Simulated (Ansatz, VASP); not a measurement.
**One calculation of B, two programs**

```
B
1.0
    -1.31514    1.31514    1.31514
     1.31514   -1.31514    1.31514
     1.31514    1.31514   -1.31514
B
1
Direct
  0.00000 0.00000 0.00000
```

Alike in both runs: task single point; functional PBEsol; k mesh 22 × 22 × 22; occupations gaussian, width 0.1 eV; no spin polarisation.

|  | VASP | Ansatz |
| --- | --- | --- |
| version | VASP 6.6.1 | Ansatz 0.2.0 |
| potentials or method | VASP PAW PBE potentials, release 64 (B), cutoff 520 eV | scalar-relativistic, plane waves, PAW |
| valence electrons in the cell | 3 | 3 |

```csv
,VASP,Ansatz,Ansatz less VASP
gap on the k mesh at the Fermi level (eV),none,none,-
pressure (GPa),-39.6,-39.5,+0.03
```

VASP's potentials were made for PBE, not for PBEsol. A gap of «none» marks a metal or a gap that the smearing closes. Both programs put the cell under strong tension, so it lies far from rest at this level. The functional is the same, so the differences come from potentials, cutoffs and numerics.

Noted on VASP's run: the cell as given lies far from equilibrium.
